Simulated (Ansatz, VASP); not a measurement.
## Ti2H in VASP and in Ansatz

```
Ti H
1.0
     4.22532    0.00000    0.00000
     0.00000    4.22532    0.00000
     0.00000    0.00000    4.22532
Ti H
4 2
Direct
  0.25000 0.75000 0.25000
  0.75000 0.25000 0.25000
  0.25000 0.25000 0.75000
  0.75000 0.75000 0.75000
  0.00000 0.00000 0.00000
  0.50000 0.50000 0.50000
```

Alike in both runs: functional r2SCAN; k mesh 8 × 8 × 8; occupations gaussian, width 0.1 eV; no spin polarisation.

Ansatz relaxed the structure, and its values are those at the end. VASP's run is a single point on that final structure, the one shown.

```csv
,VASP,Ansatz
version,VASP 6.6.1,Ansatz 0.2.0
potentials or method,"VASP PAW PBE potentials, release 64 (Ti_sv, H), cutoff 520 eV","scalar-relativistic, plane waves, PAW"
valence electrons in the cell,50,50
```

|  | VASP | Ansatz | Ansatz less VASP |
| --- | --- | --- | --- |
| gap on the k mesh at the Fermi level (eV) | none | none | - |
| pressure (GPa) | 0.4 | 0.0 | -0.41 |

VASP's potentials were made for PBE, not for r2SCAN. A gap of «none» marks a metal or a gap that the smearing closes. With one functional, cell and mesh, what is left measures potentials, basis and numerics.
